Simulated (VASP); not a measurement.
# In2RuW2 (I4/mmm) in VASP: single point with PBE

Aim: the single point of In2RuW2 with PBE.

Program: VASP 6.6.1. These are calculated values, not measurements. Logs are shortened: lines on timing, memory, paths and dates and some standing lists are left out, and cuts for length are marked.

## (1) The cell of the first run

Symmetry: I4/mmm, No. 139, tetragonal system. Conventional cell: a = 3.733 Å, b = 3.733 Å, c = 14.199 Å, α = 90.00°, β = 90.00°, γ = 90.00°. Within 3.5 Å of In (site symmetry -4m2) lie 4 In at 2.64 Å and 4 W at 3.02 Å. Ru (site symmetry 4/mmm) has 8 W at 2.89 Å and 4 Ru at 3.73 Å within 3.8 Å. Within 3.1 Å of W (site symmetry 4mm) lie 1 W at 2.35 Å and 4 Ru at 2.89 Å and 4 In at 3.02 Å.

## (2) Single point, PBE

INCAR

```
  PREC = Accurate
  ENCUT = 520
  EDIFF = 1E-7
  ISMEAR = 0
  SIGMA = 0.1
  LREAL = F
  LASPH = T
  NELM = 60
  ALGO = Fast
  ISIF = 2
  LWAVE = F
  LCHARG = F
  GGA = PE
  NBANDS = 42
```

KPOINTS

```
regular mesh
0
Gamma
  6 6 6
```

POSCAR

```
In2RuW2
1.0
   -1.8662806951      1.8662806951      7.0995680833
    1.8662806951     -1.8662806951      7.0995680833
    1.8662806951      1.8662806951     -7.0995680833
In Ru W
2 1 2
Direct
    0.2500000000      0.7500000000      0.5000000000
    0.7500000000      0.2500000000      0.5000000000
    0.0000000000      0.0000000000      0.0000000000
    0.5829127107      0.5829127107      0.0000000000
    0.4170872893      0.4170872893      0.0000000000
```

Potentials or basis: VASP PAW PBE potentials, release 64 (In_d, Ru_pv, W_sv).

On the command line:

```
$ cat potpaw_PBE.64/In_d/POTCAR potpaw_PBE.64/Ru_pv/POTCAR potpaw_PBE.64/W_sv/POTCAR > POTCAR
$ mpirun -np 1 vasp_std > vasp.out
```

OUTCAR:

```text
PREC = Accurate
   ENCUT = 520
   EDIFF = 1E-7
   ISMEAR = 0
   LREAL = F
   LASPH = T
   NELM = 60
   ISIF = 2
   GGA = PE

 ion  position               nearest neighbor table
   1  0.250  0.750  0.500-   2 2.64   2 2.64   2 2.64   2 2.64   4 3.02   5 3.02   4 3.02   5 3.02

   2  0.750  0.250  0.500-   1 2.64   1 2.64   1 2.64   1 2.64   5 3.02   4 3.02   4 3.02   5 3.02

   3  0.000  0.000  0.000-   4 2.89   4 2.89   4 2.89   5 2.89   4 2.89   5 2.89   5 2.89   5 2.89

   4  0.583  0.583  0.000-   5 2.35   3 2.89   3 2.89   3 2.89   3 2.89   2 3.02   1 3.02   2 3.02
                             1 3.02
   5  0.417  0.417  0.000-   4 2.35   3 2.89   3 2.89   3 2.89   3 2.89   1 3.02   2 3.02   1 3.02
                             2 3.02

  LATTYP: Found a body centered tetragonal cell.
 ALAT       =     3.7325613902
 C/A-ratio  =     3.8041266257

  Lattice vectors:

 A1 = (  -1.8662806951,   1.8662806951,   7.0995680833)
 A2 = (   1.8662806951,  -1.8662806951,   7.0995680833)
 A3 = (   1.8662806951,   1.8662806951,  -7.0995680833)

Analysis of symmetry for initial positions (statically):
=====================================================================
 Subroutine PRICEL returns:
 Original cell was already a primitive cell.

 Routine SETGRP: Setting up the symmetry group for a
 body centered tetragonal supercell.

 Subroutine GETGRP returns: Found 16 space group operations
 (whereof 16 operations were pure point group operations)
 out of a pool of 16 trial point group operations.

The static configuration has the point symmetry D_4h.

Analysis of symmetry for dynamics (positions and initial velocities):
=====================================================================
 Subroutine PRICEL returns:
 Original cell was already a primitive cell.

 Routine SETGRP: Setting up the symmetry group for a
 body centered tetragonal supercell.

 Subroutine GETGRP returns: Found 16 space group operations
 (whereof 16 operations were pure point group operations)
 out of a pool of 16 trial point group operations.

The dynamic configuration has the point symmetry D_4h.

 Subroutine INISYM returns: Found 16 space group operations
[... 99 lines left out ...]
   LSORBIT =      F    spin-orbit coupling
   LASPH  =      T    aspherical Exc in radial PAW
   ENCUT  =  520.0 eV  38.22 Ry    6.18 a.u.  14.08 14.08 14.08*2*pi/ulx,y,z
   NELM   =     60;   NELMIN=  2; NELMDL= -5     # of ELM steps
   EDIFF  = 0.1E-06   stopping-criterion for ELM
   LREAL  =      F    real-space projection
   EDIFFG = 0.1E-05   stopping-criterion for IOM
   NSW    =      0    number of steps for IOM
   IBRION =     -1    ionic relax: 0-MD 1-quasi-New 2-CG
   NFREE  =      0    steps in history (QN), initial steepest desc. (CG)
   ISIF   =      2    stress and relaxation
   ISYM   =      2    0-nonsym 1-usesym 2-fastsym
   POTIM  = 0.5000    time-step for ionic-motion
   TEBEG  =    0.0;   TEEND  =   0.0 temperature during run
   PSTRESS=    0.0 pullay stress
   NELECT =      68.0000    total number of electrons
   NUPDOWN=      -1.0000    fix difference up-down
   EMIN   =  10.00;   EMAX   =-10.00  energy-range for DOS
   EFERMI =   0.00;   METHOD = LEGACY
   ISMEAR =     0;   SIGMA  =   0.10  broadening in eV -4-tet -1-fermi 0-gaus
   EFERMI_NEDOS =   21; number of points for ismear=-14 and -15
   IALGO  =     68    algorithm
   IMIX   =      4    mixing-type and parameters
     AMIX     =   0.40;   BMIX     =  1.00
     AMIX_MAG =   1.60;   BMIX_MAG =  1.00
  volume/ion in A,a.u.               =      19.78       133.50
  Fermi-wavevector in a.u.,A,eV,Ry     =   1.444871  2.730411 28.404247  2.087653
  Thomas-Fermi vector in A             =   2.563117
   LORBIT       =      0    0 simple, 1 ext, 2 COOP (PROOUT), +10 PAW based schemes
   GGA     = PE    functional components
   LHFCALC =     F    Hartree Fock is set to
   AEXX    =    0.0000 exact exchange contribution
   IVDW    =     0    specifies the selected vdW correction
   LEPSILON=     F    determine dielectric tensor
   LRPA    =     F    only Hartree local field effects (RPA)
 non-spin polarized calculation
 RMM-DIIS sequential band-by-band and
 Gauss-broadening in eV      SIGMA  =   0.10
  energy-cutoff  :      520.00
  volume of cell :       98.91
 maximum number of plane-waves:      2690
   NGX = 29   NGY = 29   NGZ = 29

 number of electron      68.0000007 magnetization

 Free energy of the ion-electron system (eV)
  ---------------------------------------------------
  ext. energy  EPLUGINS =         0.00000000
  ---------------------------------------------------
  free energy    TOTEN  =       -34.23420614 eV

  energy without entropy =      -34.20179515  energy(sigma->0) =      -34.21800064

 E-fermi :   9.0877     XC(G=0): -11.9077

 val. band max:        9.0819736054   @ k =  -0.1667   0.5000   0.1667
 cond. band min:       9.0945729112   @ k =  -0.3333   0.5000   0.3333
 fundamental gap:      0.0125993058
 Fermi energy:         9.0877249854

 k-point     1 :       0.0000    0.0000    0.0000
  band No.  band energies     occupation
      1     -65.1202      2.00000
      2     -64.9569      2.00000
      3     -33.4312      2.00000
      4     -33.4312      2.00000
      5     -33.0375      2.00000
      6     -29.9244      2.00000
[... 1069 lines left out ...]
     41      12.6201      0.00000
     42      14.1232      0.00000

 [... further k-points ...]

------------------------ aborting loop because EDIFF is reached ----------------------------------------

  FORCE on cell =-STRESS in cart. coord.  units (eV):
  Direction    XX          YY          ZZ          XY          YZ          ZX
  --------------------------------------------------------------------------------------
  -------------------------------------------------------------------------------------
  Total       -0.0132497     -0.0132497      0.4329780      0.0000000      0.0000000      0.0000000
  in kB       -0.2146199     -0.2146199      7.0134314      0.0000000      0.0000000      0.0000000
  external PRESSURE =       2.1947306 kB  Pullay stress =       0.0000000 kB

 VOLUME and BASIS-vectors are now :
 -----------------------------------------------------------------------------
  energy-cutoff  :      520.00
  volume of cell :       98.91
      direct lattice vectors                 reciprocal lattice vectors
    -1.866280695  1.866280695  7.099568083     0.000000000  0.267912539  0.070426820
     1.866280695 -1.866280695  7.099568083     0.267912539  0.000000000  0.070426820
     1.866280695  1.866280695 -7.099568083     0.267912539  0.267912539  0.000000000

 POSITION                                       TOTAL-FORCE (eV/Angst)
 -----------------------------------------------------------------------------------
      1.86628      0.00000      3.54978         0.000000      0.000000     -0.000000
      0.00000      1.86628      3.54978         0.000000      0.000000     -0.000000
      0.00000      0.00000      0.00000         0.000000      0.000000      0.000000
      0.00000      0.00000      8.27686        -0.000000     -0.000000      0.140310
      0.00000      0.00000      5.92228         0.000000      0.000000     -0.140310
 -----------------------------------------------------------------------------------
    total drift:                                0.000000     -0.000000      0.000000

  FREE ENERGIE OF THE ION-ELECTRON SYSTEM (eV)
  ---------------------------------------------------
  free  energy   TOTEN  =       -34.2342061378 eV

  energy  without entropy=      -34.2017951502  energy(sigma->0) =      -34.21800064
```

stdout:

```text
POSCAR found type information on POSCAR InRuW
 POSCAR found :  3 types and       5 ions
 scaLAPACK will be used
 LDA part: xc-table for (Slater+PW92), standard interpolation
 POSCAR, INCAR and KPOINTS ok, starting setup
 FFT: planning ... GRIDC
 FFT: planning ... GRID_SOFT
 FFT: planning ... GRID
 WAVECAR not read
 entering main loop
WARNING in EDDRMM: call to ZHEGV failed, returncode =   8  4     39
```

It took 6 min on 1 thread of Intel Xeon 6975P-C (Granite Rapids), shared host; peak memory 0.48 GiB.

Results:

| Property | Result |
| --- | --- |
| Free energy | -34.2342 eV |
| Pressure | 0.2 GPa |
| Largest force | 0.140 eV/Å |
| Band gap on the k mesh | zero (bands 34 and 35 overlap by 1.17 eV) |

Forces in eV/Å, atoms in the order of the input:
```
In   0.000  0.000  0.000
In   0.000  0.000  0.000
Ru   0.000  0.000  0.000
W    0.000  0.000  0.140
W    0.000  0.000 -0.140
```

Caveat: spin-orbit coupling is left out, which moves the levels of the heavy elements.
